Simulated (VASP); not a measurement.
Write the native input for VASP 6.6.1 that does the following.

```
Task                   : single point
Functional             : PBE
Potentials or basis    : VASP PAW PBE potentials, release 64 (Al)
Cutoff                 : 520 eV
k mesh                 : 18 × 18 × 14
Occupations            : gaussian, width 0.1 eV
Spin                   : no spin polarisation
Dipole correction      : no
Further INCAR settings : ALGO = Normal; EDIFF = 1e-06; NBANDS = 10
```

The structure of Al lies in POSCAR:

```
Al
1.0
    1.9894706838      1.9894706838      0.0000000000
   -1.9894706838      1.9894706838      0.0000000000
    0.0000000000      0.0000000000      4.2234938628
Al
2
Direct
    0.0000000000      0.0000000000      0.0000000000
    0.5000000000      0.5000000000      0.5000000000
```

This cell differs from its parent crystal: uniaxial strain along c: +4.5 %, then relaxed in part.

These files were run (other wordings do the same):

INCAR

```
SYSTEM = Al
  ALGO = Normal
  EDIFF = 1E-6
  ENCUT = 520
  GGA = PE
  ISIF = 2
  ISMEAR = 0
  LASPH = .True.
  LCHARG = .False.
  LREAL = .False.
  LWAVE = .False.
  NBANDS = 10
  NELM = 60
  PREC = Accurate
  SIGMA = 0.1
```

KPOINTS

```
k-points
0
Gamma
  18 18 14
  0 0 0
```

Potentials or basis: VASP PAW PBE potentials, release 64 (Al).

Launch:

```console
$ cat potpaw_PBE.64/Al/POTCAR > POTCAR
$ mpirun -np 1 vasp_std > vasp.out
```

Results of the run:

- Pressure: -0.8 GPa
- Band gap on the k mesh: zero (band 3 reaches 14.64 eV, above the bottom of band 4 at 3.52 eV)

Caveat: the cell differs from its parent crystal (uniaxial strain along c: +4.5 %, then relaxed in part).

Wall time 44 s on 1 thread of AMD EPYC 9R45 96-Core Processor (Zen 5), on a shared host, peak memory 0.21 GiB.
